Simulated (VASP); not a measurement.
Crystal: Cd4S.

```
Cd S
1.0
     5.72603    0.00000    0.00000
    -2.86302    4.95889    0.00000
     0.00000    0.00000    4.98740
Cd S
4 1
Direct
  0.50000 0.00000 0.00000
  0.00000 0.50000 0.00000
  0.50000 0.50000 0.00000
  0.00000 0.00000 0.00000
  0.00000 0.00000 0.50000
```

- Program: VASP 6.6.1
- Task: relaxation of cell and atoms
- Functional: PBE
- Potentials or basis: VASP PAW PBE potentials, release 64 (Cd, S)
- Cutoff: 600 eV
- k mesh: 6 × 6 × 4
- Occupations: gaussian, width 0.1 eV
- Spin: no spin polarisation

At the start: pressure 4.3 GPa; volume 28.32 Å³/atom.

Task: How do energy, volume and symmetry change on relaxing?

Result: Over 5 steps the energy falls by 39.0 meV/atom and the volume is 31.50 Å³/atom (+11.2 %); space group P6/mmm (No. 191, to 0.05 Å).

Step by step:
| step | energy change (eV) | largest force (eV/Å) | pressure (GPa) | volume (Å³) |
| --- | --- | --- | --- | --- |
| 1 | 0.0000 | 0.0000 | 4.27 | 141.62 |
| 2 | -0.1931 | 0.0000 | -0.03 | 157.66 |
| 3 | -0.1931 | 0.0000 | -0.04 | 157.75 |
| 4 | -0.1946 | 0.0000 | -0.01 | 157.63 |
| 5 | -0.1952 | 0.0000 | 0.03 | 157.49 |

Final structure:
```yaml
crystal:
  lattice:
    - [5.97960, 0.00000, 0.00000]
    - [-2.98980, 5.17849, 0.00000]
    - [0.00000, 0.00000, 5.08618]
  atoms:
    - { symbol: Cd, position: [0.50000, 0.00000, 0.00000] }
    - { symbol: Cd, position: [0.00000, 0.50000, 0.00000] }
    - { symbol: Cd, position: [0.50000, 0.50000, 0.00000] }
    - { symbol: Cd, position: [0.00000, 0.00000, 0.00000] }
    - { symbol: S, position: [0.00000, 0.00000, 0.50000] }
```
